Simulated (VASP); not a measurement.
Wanted: the native input for a VASP 6.6.1 run.

```
Task                   : single point
Functional             : PBE
Dispersion             : D3(BJ)
Potentials or basis    : VASP PAW PBE potentials, release 64 (Al)
Cutoff                 : 520 eV
k mesh                 : 18 × 18 × 4
Occupations            : gaussian, width 0.15 eV
Spin                   : no spin polarisation
Dipole correction      : no
Further INCAR settings : ALGO = Normal; EDIFF = 1e-07; NBANDS = 14
```

The structure of Al lies in POSCAR:

```
Al
1.0
    2.8932000000      0.0000000000      0.0000000000
   -1.4466000000      2.5055846982      0.0000000000
    0.0000000000      0.0000000000      8.8418000000
Al
4
Direct
    0.0000000000      0.0000000000      0.0000000000
    0.3333333333      0.6666666667      0.2500000000
    0.0000000000      0.0000000000      0.5000000000
    0.6666666667      0.3333333333      0.7500000000
```

This isn't the form of Al at room conditions, which is fcc.

These files were run (other wordings do the same):

INCAR

```
SYSTEM = Al
  ALGO = Normal
  EDIFF = 1E-7
  ENCUT = 520
  GGA = PE
  ISIF = 2
  ISMEAR = 0
  IVDW = 12
  LASPH = .TRUE.
  LCHARG = .FALSE.
  LREAL = .FALSE.
  LWAVE = .FALSE.
  NBANDS = 14
  NELM = 60
  PREC = Accurate
  SIGMA = 0.15
```

KPOINTS

```
k-points
0
G
  18 18 4
  0 0 0
```

Potentials or basis: VASP PAW PBE potentials, release 64 (Al).

Command:

```console
$ cat potpaw_PBE.64/Al/POTCAR > POTCAR
$ mpirun -np 1 vasp_std > vasp.out
```

Results of the run:

| Item | Value |
| --- | --- |
| Pressure | -0.5 GPa |
| Band gap on the k mesh | zero (bands 6 and 7 overlap by 6.67 eV) |
| Dispersion energy per atom | -0.347 eV |

Run time: 28 s on 1 thread of Intel(R) Xeon(R) 6975P-C (Granite Rapids), with other jobs on the host, peak memory 0.23 GiB.
